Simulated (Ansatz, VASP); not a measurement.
## One calculation of Sn, two programs

```
Sn
1.0
    -1.21708    1.95791    1.95791
     1.95791   -1.21708    1.95791
     1.95791    1.95791   -1.21708
Sn
1
Cartesian
  0.0000 0.0000 0.0000
```

Alike in both runs: task single point; functional r2SCAN; k mesh 20 × 20 × 20; occupations gaussian, width 0.15 eV; no spin polarisation.

```csv
,VASP,Ansatz
version,VASP 6.6.1,Ansatz 0.2.0
potentials or method,"VASP PAW PBE potentials, release 64 (Sn_d), cutoff 520 eV","scalar-relativistic, plane waves, PAW"
valence electrons in the cell,14,14
```

|  | VASP | Ansatz | Ansatz less VASP |
| --- | --- | --- | --- |
| gap on the k mesh at the Fermi level (eV) | none | none | - |
| pressure (GPa) | 2.5 | 2.5 | +0.02 |
| traceless stress, the component that is largest in VASP (GPa) | 1.11 | 1.11 | 0.000 |

VASP's potentials were made for PBE, not for r2SCAN. A gap of «none» marks a metal or a gap that the smearing closes.
